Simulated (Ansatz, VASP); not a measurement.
## One calculation of Ni, two programs

Contents of INCAR:

```
SYSTEM = Ni
ALGO = Normal ; EDIFF = 1E-6
EDIFFG = -0.01 ; ENCUT = 600
GGA = RP ; IBRION = 2
ISIF = 3 ; ISMEAR = -1
ISPIN = 2 ; LASPH = .True.
LCHARG = .False. ; LMAXMIX = 4
LORBIT = 11 ; LREAL = .False.
LWAVE = .False. ; MAGMOM = 0.8 -0.8
NELM = 150 ; NSW = 80
PREC = Accurate ; SIGMA = 0.05
```

KPOINTS

```
k-points
0
Gamma
  14 14 8
  0 0 0
```

Contents of POSCAR:

```
Ni
1.0
    2.4917559660      0.0000000000      0.0000000000
   -1.2458779830      2.1579239666      0.0000000000
    0.0000000000      0.0000000000      4.0690374925
Ni
2
Direct
    0.3333333333      0.6666666667      0.2500000000
    0.6666666667      0.3333333333      0.7500000000
```

Input for Ansatz:

```yaml
crystal:
  lattice:
    - [2.491755966, 0.0, 0.0]
    - [-1.245877983, 2.1579239666, 0.0]
    - [0.0, 0.0, 4.0690374925]
  atoms:
    - { symbol: Ni, position: [0.3333333333, 0.6666666667, 0.25], spin: 0.8 }
    - { symbol: Ni, position: [0.6666666667, 0.3333333333, 0.75], spin: -0.8 }
hamiltonian:
  xc: rpbe
  pseudopotentials:
    kind: paw
    azcp:
      Ni: "pseudopotentials/Ni.paw.azcp"
basis:
  ecutwfc: 420
  fft_grid_basis: typed
kpoints:
  mp_grid: { grid: [14, 14, 8], shift: [0, 0, 0] }
magnetization:
  spin_polarized: true
scf:
  occupations: { method: fermi_dirac, width: 0.05 }
relax:
  max_steps: 60
  f_tol: 0.01
  cell: {}
output:
  write_density: true
  write_potential: true
  elf: true
  volumetric_format: npy
```

Alike in both runs: task relaxation of cell and atoms; functional RPBE; k mesh 14 × 14 × 8; occupations fermi-dirac, width 0.05 eV; collinear spin.

|  | VASP | Ansatz |
| --- | --- | --- |
| version | VASP 6.6.1 | Ansatz 0.2.0 |
| potentials or method | VASP PAW PBE potentials, release 64 (Ni), cutoff 600 eV | plane waves (420 eV) with PAW, scalar-relativistic |
| valence electrons in the cell | 20 | 36 |

|  | VASP | Ansatz | Ansatz less VASP |
| --- | --- | --- | --- |
| net moment per atom (μB) | 0.00 | 0.70 | +0.698 |
| size of the moment on the site where the two differ most (μB) | 0.28 | 0.74 | +0.457 |
| relaxed volume (Å³/atom) | 11.21 | 11.26 | +0.046 |
| relaxed cell length with the largest relative difference (Å) | 4.137 | 4.116 | -0.0209 |

The net moments are unlike, so the other rows may belong to different states. VASP's potentials were made for PBE, not for RPBE. Site moments also hang on the region over which each program counts them. VASP's potentials hold 20 valence electrons a cell and Ansatz's 36, so a difference there can come from the potentials and not from the codes. Ansatz's warnings: seeded moment not kept.
